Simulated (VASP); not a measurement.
Input of a VASP 6.6.1 run:

INCAR

```
PREC = Accurate
ENCUT = 520
EDIFF = 1E-6
ISMEAR = -1
SIGMA = 0.05
LREAL = Auto
LASPH = True
NELM = 80
ALGO = Normal
ISIF = 2
LWAVE = False
LCHARG = True
GGA = PE
LELF = True
LVHAR = True
NELECT = 74.0
NBANDS = 52
```

File KPOINTS:

```
regular mesh
0
Gamma
  2 2 2
```

File POSCAR:

```
CuSi16
1.0
    0.0000000000      5.4300000000      5.4300000000
    5.4300000000      0.0000000000      5.4300000000
    5.4300000000      5.4300000000      0.0000000000
Si Cu
16 1
Direct
    0.0139801105      0.0095405157     -0.0334373849
    0.1179905157      0.1202927256      0.1219041436
   -0.0001958564     -0.0012319521      0.4934965930
    0.1355340700      0.1345254144      0.5951123389
   -0.0222854512      0.5076287293      0.0065756906
    0.1179718232      0.6393662983      0.1217996317
   -0.0001309392      0.5076727440      0.4933863720
    0.1135885820      0.6261777164      0.6337224678
    0.5081862799     -0.0178037753      0.0031533149
    0.6425749540      0.1188826888      0.1190351750
    0.5091690608     -0.0001281768      0.4908268877
    0.6266754144      0.1153571823      0.6303945672
    0.5081260589      0.5059118785      0.0029914365
    0.6075804788      0.6134900552      0.1647379374
    0.4870371087      0.4880048803      0.5366249540
    0.6267335175      0.6272762431      0.6303000000
    0.3283472376      0.3301551565      1.0107498158
```

Potentials or basis: VASP PAW PBE potentials, release 64 (Si, Cu).

The run is started by

```sh
$ cat potpaw_PBE.64/Si/POTCAR potpaw_PBE.64/Cu/POTCAR > POTCAR
$ mpirun -np 1 vasp_std > vasp.out
```

Q: Predict the largest force.

A: 0.117 eV/Å.

Forces in eV/Å, atoms in the order of the input:
```
Si   0.010 -0.008 -0.012
Si  -0.007  0.001  0.002
Si  -0.003 -0.005 -0.003
Si   0.008  0.004 -0.006
Si   0.003  0.003 -0.003
Si   0.001 -0.002  0.009
Si   0.002 -0.004  0.000
Si  -0.001  0.000  0.001
Si   0.001  0.006 -0.016
Si   0.007  0.001 -0.008
Si   0.004  0.002 -0.006
Si   0.002  0.016 -0.011
Si   0.023  0.014  0.004
Si   0.003  0.022 -0.009
Si   0.006  0.008 -0.006
Si   0.008  0.012 -0.001
Cu  -0.068 -0.069  0.065
```

Caveat: the k points lie up to 0.50 Å⁻¹ apart; the cell carries a net charge on a neutralising background, which shifts energy and pressure.
